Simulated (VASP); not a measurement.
# SiNi3 (P4mm) in VASP: further runs

SiNi3 is run at these levels: PBEsol; tasks: single point.

Everything below comes from runs of VASP 6.6.1. Logs are shortened: lines on timing, memory, paths and dates and some standing lists are left out, and cuts for length are marked.

### 1 The cell of the first run

It takes space group P4mm (No. 99, tetragonal). Conventional cell: a = 3.461 Å, b = 3.461 Å, c = 3.461 Å, α = 90.00°, β = 90.00°, γ = 90.00°. Si (site symmetry 4mm) has 12 Ni at 2.38 to 2.52 Å within 3.1 Å. Within 3.1 Å of Ni (site symmetry 2mm) lie 4 Si at 2.38 to 2.52 Å and 8 Ni at 2.45 Å. Ni (site symmetry 4mm) has 8 Ni at 2.45 Å and 4 Si at 2.45 Å within 3.2 Å.

### 2 Single point, PBEsol (atom 1 (Si) moved -0.100 Å along Cartesian [0 0 1])

File INCAR:

```
SYSTEM = SiNi3
ALGO = Fast
EDIFF = 1E-7
ENCUT = 520
GGA = PS
ISIF = 2
ISMEAR = 0
LASPH = .True.
LCHARG = .False.
LREAL = .False.
LWAVE = .False.
NBANDS = 25
NELM = 100
PREC = Accurate
SIGMA = 0.15
```

File KPOINTS:

```
k-points
0
Gamma
  14 14 14
  0 0 0
```

File POSCAR:

```
SiNi3
1.0
    3.4612457436      0.0000000000      0.0000000000
    0.0000000000      3.4612457436      0.0000000000
    0.0000000000      0.0000000000      3.4612457436
Si Ni
1 3
Direct
    0.0000000000      0.0000000000     -0.0288913320
    0.0000000000      0.5000000000      0.5000000000
    0.5000000000      0.0000000000      0.5000000000
    0.5000000000      0.5000000000      0.0000000000
```

Potentials or basis: VASP PAW PBE potentials, release 64 (Si, Ni).

Started as:

```console
> cat potpaw_PBE.64/Si/POTCAR potpaw_PBE.64/Ni/POTCAR > POTCAR
> mpirun -np 1 vasp_std > vasp.out
```

OUTCAR:

```text
SYSTEM = SiNi3
   EDIFF = 1E-7
   ENCUT = 520
   GGA = PS
   ISIF = 2
   ISMEAR = 0
   LASPH = .True.
   LREAL = .False.
   NELM = 100
   PREC = Accurate

 ion  position               nearest neighbor table
   1  0.000  0.000  0.971-   2 2.38   3 2.38   2 2.38   3 2.38   4 2.45   4 2.45   4 2.45   4 2.45
                             3 2.52   2 2.52   3 2.52   2 2.52
   2  0.000  0.500  0.500-   1 2.38   1 2.38   4 2.45   4 2.45   3 2.45   3 2.45   3 2.45   4 2.45
                             4 2.45   3 2.45   1 2.52   1 2.52
   3  0.500  0.000  0.500-   1 2.38   1 2.38   4 2.45   4 2.45   2 2.45   4 2.45   4 2.45   2 2.45
                             2 2.45   2 2.45   1 2.52   1 2.52
   4  0.500  0.500  0.000-   2 2.45   3 2.45   2 2.45   3 2.45   3 2.45   3 2.45   2 2.45   2 2.45
                             1 2.45   1 2.45   1 2.45   1 2.45

  LATTYP: Found a simple cubic cell.
 ALAT       =     3.4612457436

  Lattice vectors:

 A1 = (   3.4612457436,   0.0000000000,   0.0000000000)
 A2 = (   0.0000000000,   3.4612457436,   0.0000000000)
 A3 = (   0.0000000000,   0.0000000000,   3.4612457436)

Analysis of symmetry for initial positions (statically):
=====================================================================
 Subroutine PRICEL returns:
 Original cell was already a primitive cell.

 Routine SETGRP: Setting up the symmetry group for a
 simple cubic supercell.

 Subroutine GETGRP returns: Found  8 space group operations
 (whereof  8 operations were pure point group operations)
 out of a pool of 48 trial point group operations.

The static configuration has the point symmetry C_4v.

Analysis of symmetry for dynamics (positions and initial velocities):
=====================================================================
 Subroutine PRICEL returns:
 Original cell was already a primitive cell.

 Routine SETGRP: Setting up the symmetry group for a
 simple cubic supercell.

 Subroutine GETGRP returns: Found  8 space group operations
 (whereof  8 operations were pure point group operations)
 out of a pool of 48 trial point group operations.

The dynamic configuration has the point symmetry C_4v.

 Subroutine INISYM returns: Found  8 space group operations
 (whereof  8 operations are pure point group operations),
 and found     1 'primitive' translations

----------------------------------------------------------------------------------------

                                     Primitive cell

  volume of cell :      41.4665

  direct lattice vectors                    reciprocal lattice vectors
     3.461245744  0.000000000  0.000000000     0.288913320  0.000000000  0.000000000
     0.000000000  3.461245744  0.000000000     0.000000000  0.288913320  0.000000000
     0.000000000  0.000000000  3.461245744     0.000000000  0.000000000  0.288913320

  length of vectors
     3.461245744  3.461245744  3.461245744     0.288913320  0.288913320  0.288913320

  position of ions in fractional coordinates (direct lattice)
     0.000000000  0.000000000  0.971108668
     0.000000000  0.500000000  0.500000000
     0.500000000  0.000000000  0.500000000
     0.500000000  0.500000000  0.000000000

  ion indices of the primitive-cell ions
   primitive index   ion index
                 1           1
                 2           2
                 3           3
                 4           4

----------------------------------------------------------------------------------------

 KPOINTS: k-points

Automatic generation of k-mesh.
 Grid dimensions read from file:
 generate k-points for:   14   14   14

 Generating k-lattice:

  Cartesian coordinates                     Fractional coordinates (reciprocal lattice)
     0.020636666  0.000000000  0.000000000     0.071428571  0.000000000  0.000000000
     0.000000000  0.020636666  0.000000000     0.000000000  0.071428571  0.000000000
     0.000000000  0.000000000  0.020636666     0.000000000  0.000000000  0.071428571

  Length of vectors
     0.020636666  0.020636666  0.020636666

  Shift w.r.t. Gamma in fractional coordinates (k-lattice)
     0.000000000  0.000000000  0.000000000

 Subroutine IBZKPT returns following result:
 ===========================================

 Found    288 irreducible k-points:

 Following reciprocal coordinates:
            Coordinates               Weight
  0.000000  0.000000  0.000000      1.000000
  0.071429  0.000000  0.000000      4.000000
  0.000000  0.000000  0.071429      2.000000
  0.142857  0.000000  0.000000      4.000000
  0.000000  0.000000  0.142857      2.000000
  0.214286  0.000000  0.000000      4.000000
[... 16 lines left out ...]
  0.071429  0.000000  0.214286      8.000000
  0.285714  0.071429  0.000000      8.000000
 [... further k-points ...]
   k-points           NKPTS =    288   k-points in BZ     NKDIM =    288   number of bands    NBANDS=     25
   number of dos      NEDOS =    301   number of ions     NIONS =      4
   total plane-waves  NPLWV =  21952
   dimension x,y,z NGX =    28 NGY =   28 NGZ =   28
   dimension x,y,z NGXF=    56 NGYF=   56 NGZF=   56
   ions per type =               1   3
   NGX,Y,Z   is equivalent  to a cutoff of  13.45, 13.45, 13.45 a.u.
   NGXF,Y,Z  is equivalent  to a cutoff of  26.90, 26.90, 26.90 a.u.
 SYSTEM =  SiNi3
   PREC   = accura    normal or accurate (medium, high low for compatibility)
   ISTART =      0    job   : 0-new  1-cont  2-samecut
   ICHARG =      2    charge: 1-file 2-atom 10-const
   ISPIN  =      1    spin polarized calculation?
   LNONCOLLINEAR =      F non collinear calculations
   LSORBIT =      F    spin-orbit coupling
   LASPH  =      T    aspherical Exc in radial PAW
   ENCUT  =  520.0 eV  38.22 Ry    6.18 a.u.   6.44  6.44  6.44*2*pi/ulx,y,z
   NELM   =    100;   NELMIN=  2; NELMDL= -5     # of ELM steps
   EDIFF  = 0.1E-06   stopping-criterion for ELM
   LREAL  =      F    real-space projection
   EDIFFG = 0.1E-05   stopping-criterion for IOM
   NSW    =      0    number of steps for IOM
   IBRION =     -1    ionic relax: 0-MD 1-quasi-New 2-CG
   NFREE  =      0    steps in history (QN), initial steepest desc. (CG)
   ISIF   =      2    stress and relaxation
   ISYM   =      2    0-nonsym 1-usesym 2-fastsym
   POTIM  = 0.5000    time-step for ionic-motion
   TEBEG  =    0.0;   TEEND  =   0.0 temperature during run
   PSTRESS=    0.0 pullay stress
   NELECT =      34.0000    total number of electrons
   NUPDOWN=      -1.0000    fix difference up-down
   EMIN   =  10.00;   EMAX   =-10.00  energy-range for DOS
   EFERMI =   0.00;   METHOD = LEGACY
   ISMEAR =     0;   SIGMA  =   0.15  broadening in eV -4-tet -1-fermi 0-gaus
   EFERMI_NEDOS =   21; number of points for ismear=-14 and -15
   IALGO  =     68    algorithm
   IMIX   =      4    mixing-type and parameters
     AMIX     =   0.40;   BMIX     =  1.00
     AMIX_MAG =   1.60;   BMIX_MAG =  1.00
  volume/ion in A,a.u.               =      10.37        69.96
  Fermi-wavevector in a.u.,A,eV,Ry     =   1.532270  2.895571 31.944467  2.347852
  Thomas-Fermi vector in A             =   2.639499
   LORBIT       =      0    0 simple, 1 ext, 2 COOP (PROOUT), +10 PAW based schemes
   GGA     = PS    functional components
   LHFCALC =     F    Hartree Fock is set to
   AEXX    =    0.0000 exact exchange contribution
   IVDW    =     0    specifies the selected vdW correction
   LEPSILON=     F    determine dielectric tensor
   LRPA    =     F    only Hartree local field effects (RPA)
 non-spin polarized calculation
 RMM-DIIS sequential band-by-band and
 Gauss-broadening in eV      SIGMA  =   0.15
  energy-cutoff  :      520.00
  volume of cell :       41.47
 maximum number of plane-waves:      1141
 NGX is ok and might be reduce to    28
   NGX = 13   NGY = 13   NGZ = 13

 number of electron      33.9999970 magnetization

 Free energy of the ion-electron system (eV)
  ---------------------------------------------------
  ext. energy  EPLUGINS =         0.00000000
  ---------------------------------------------------
  free energy    TOTEN  =       -26.27219615 eV

  energy without entropy =      -26.25186871  energy(sigma->0) =      -26.26203243

 E-fermi :  11.1057     XC(G=0): -13.4525

 val. band max:       11.1044290632   @ k =   0.3571   0.4286   0.4286
 cond. band min:      11.1165454063   @ k =   0.0000   0.0000   0.0000
 fundamental gap:      0.0121163431
 Fermi energy:        11.1057451146

 k-point     1 :       0.0000    0.0000    0.0000
  band No.  band energies     occupation
      1      -1.1449      2.00000
      2       5.9558      2.00000
      3       6.7427      2.00000
      4       6.7942      2.00000
      5       7.3156      2.00000
      6       7.3156      2.00000
[... 17 lines left out ...]
     24      21.9291      0.00000
     25      22.0239      0.00000

 k-point     2 :       0.0714    0.0000    0.0000
  band No.  band energies     occupation
      1      -1.0830      2.00000
      2       5.9719      2.00000
      3       6.6898      2.00000
      4       6.8043      2.00000
      5       7.3090      2.00000
      6       7.3174      2.00000
[... 17 lines left out ...]
     24      21.7377      0.00000
     25      21.8616      0.00000

 k-point     3 :       0.0000    0.0000    0.0714
  band No.  band energies     occupation
      1      -1.0831      2.00000
      2       5.9730      2.00000
      3       6.6590      2.00000
      4       6.8389      2.00000
      5       7.3117      2.00000
      6       7.3117      2.00000
[... 552 lines left out ...]
 k-point    23 :       0.0714    0.0000    0.2143
  band No.  band energies     occupation
      1      -0.5395      2.00000
      2       5.6071      2.00000
      3       6.4289      2.00000
      4       7.0563      2.00000
      5       7.2420      2.00000
      6       7.3233      2.00000
[... 17 lines left out ...]
     24      20.1222      0.00000
     25      21.8056      0.00000

 k-point    24 :       0.2857    0.0714    0.0000
  band No.  band energies     occupation
      1      -0.1370      2.00000
      2       4.9136      2.00000
      3       6.6009      2.00000
      4       7.0907      2.00000
      5       7.2432      2.00000
      6       7.4578      2.00000
[... 17 lines left out ...]
     24      19.9974      0.00000
     25      22.2530      0.00000

 [... further k-points ...]

------------------------ aborting loop because EDIFF is reached ----------------------------------------

  FORCE on cell =-STRESS in cart. coord.  units (eV):
  Direction    XX          YY          ZZ          XY          YZ          ZX
  --------------------------------------------------------------------------------------
  -------------------------------------------------------------------------------------
  Total        0.1748479      0.1748479      0.2306957      0.0000000      0.0000000      0.0000000
  in kB        6.7557517      6.7557517      8.9135916      0.0000000      0.0000000      0.0000000
  external PRESSURE =       7.4750317 kB  Pullay stress =       0.0000000 kB

 VOLUME and BASIS-vectors are now :
 -----------------------------------------------------------------------------
  energy-cutoff  :      520.00
  volume of cell :       41.47
      direct lattice vectors                 reciprocal lattice vectors
     3.461245744  0.000000000  0.000000000     0.288913320  0.000000000  0.000000000
     0.000000000  3.461245744  0.000000000     0.000000000  0.288913320  0.000000000
     0.000000000  0.000000000  3.461245744     0.000000000  0.000000000  0.288913320

 POSITION                                       TOTAL-FORCE (eV/Angst)
 -----------------------------------------------------------------------------------
      0.00000      0.00000      3.36125         0.000000      0.000000      0.624400
      0.00000      1.73062      1.73062        -0.000000      0.000000     -0.337486
      1.73062      0.00000      1.73062        -0.000000      0.000000     -0.337486
      1.73062      1.73062      0.00000        -0.000000     -0.000000      0.050572
 -----------------------------------------------------------------------------------
    total drift:                                0.000000      0.000000      0.000304

  FREE ENERGIE OF THE ION-ELECTRON SYSTEM (eV)
  ---------------------------------------------------
  free  energy   TOTEN  =       -26.2721961514 eV

  energy  without entropy=      -26.2518687132  energy(sigma->0) =      -26.26203243
```

Run time: 3.6 min. Hardware: 1 thread of Intel Xeon 6975P-C, shared host; peak memory 0.35 GiB.

Results:

| Quantity | Value |
| --- | --- |
| Free energy | -26.2722 eV |
| Pressure | 0.7 GPa |
| Largest force | 0.624 eV/Å |
| Band gap on the k mesh | zero (bands 17 and 18 overlap by 0.26 eV) |

Forces in eV/Å, atoms in the order of the input:
```
Si   0.000  0.000  0.624
Ni   0.000  0.000 -0.337
Ni   0.000  0.000 -0.337
Ni   0.000  0.000  0.051
```

Caveat: the cell differs from its parent crystal (atom 1 (Si) moved -0.100 Å along Cartesian [0 0 1]); the PAW data sets were made with another functional, which shifts forces and pressure a little. Spin polarisation is off, so any magnetic state and its effect on volume and gap are missing.

### 3 Single point, PBEsol (atom 1 (Si) moved +0.080 Å along Cartesian [0 0 1])

File INCAR:

```
PREC = Accurate
ENCUT = 520
EDIFF = 1E-6
ISMEAR = 0
SIGMA = 0.15
LREAL = False
LASPH = True
NELM = 100
ALGO = Fast
ISIF = 2
LWAVE = False
LCHARG = True
GGA = PS
LELF = True
LVHAR = True
NBANDS = 25
```

File KPOINTS:

```
regular mesh
0
Gamma
  14 14 14
```

Edit POSCAR of step 2 so:

```diff
@@ -8,3 +8,3 @@
 Direct
-    0.0000000000      0.0000000000     -0.0288913320
+    0.0000000000      0.0000000000      0.0231130656
     0.0000000000      0.5000000000      0.5000000000
```

Potentials or basis: VASP PAW PBE potentials, release 64 (Si, Ni).

Started as:

```console
> cat potpaw_PBE.64/Si/POTCAR potpaw_PBE.64/Ni/POTCAR > POTCAR
> mpirun -np 1 vasp_std > vasp.out
```

It took 4.1 min on 1 thread of Intel Xeon 6975P-C, shared host; peak memory 0.35 GiB.

Results (log left out):

- Free energy: -26.2834 eV
- Pressure: 0.4 GPa
- Largest force: 0.496 eV/Å
- Band gap on the k mesh: zero (bands 17 and 18 overlap by 0.25 eV)

Forces on the atoms (eV/Å):
```
Si   0.000  0.000 -0.496
Ni   0.000  0.000  0.268
Ni   0.000  0.000  0.268
Ni   0.000  0.000 -0.041
```

Stress tensor (GPa, compression positive):
```
0.33 0.00 0.00
0.00 0.33 0.00
0.00 0.00 0.47
```

Levels at points of the mesh, in eV from the Fermi level:
```csv
k point,band 13,band 14,band 15,band 16,band 17,band 18,band 19,band 20,band 21,band 22
"(0.00, 0.00, 0.00)",-0.91,-0.66,-0.65,-0.32,0.01,0.02,0.02,5.17,6.47,6.49
"(0.50, 0.00, 0.00)",-1.41,-1.38,-1.23,-0.59,0.02,3.73,3.77,5.32,5.33,5.51
"(0.00, 0.00, 0.50)",-1.41,-1.37,-1.23,-0.59,0.01,3.76,3.76,5.33,5.33,5.48
"(0.50, 0.50, 0.00)",-1.54,-1.51,-1.20,-1.08,-1.03,0.68,0.68,5.62,6.75,7.80
"(0.00, 0.50, 0.50)",-1.53,-1.52,-1.19,-1.09,-1.03,0.68,0.69,5.84,6.52,7.80
"(0.50, 0.50, 0.50)",-1.53,-1.34,-1.32,-0.54,-0.23,-0.23,-0.23,1.38,4.16,4.16
```

Caveat: the cell differs from its parent crystal (atom 1 (Si) moved +0.080 Å along Cartesian [0 0 1]); the PAW data sets were made with another functional, which shifts forces and pressure a little. Spin polarisation is off, so any magnetic state and its effect on volume and gap are missing.
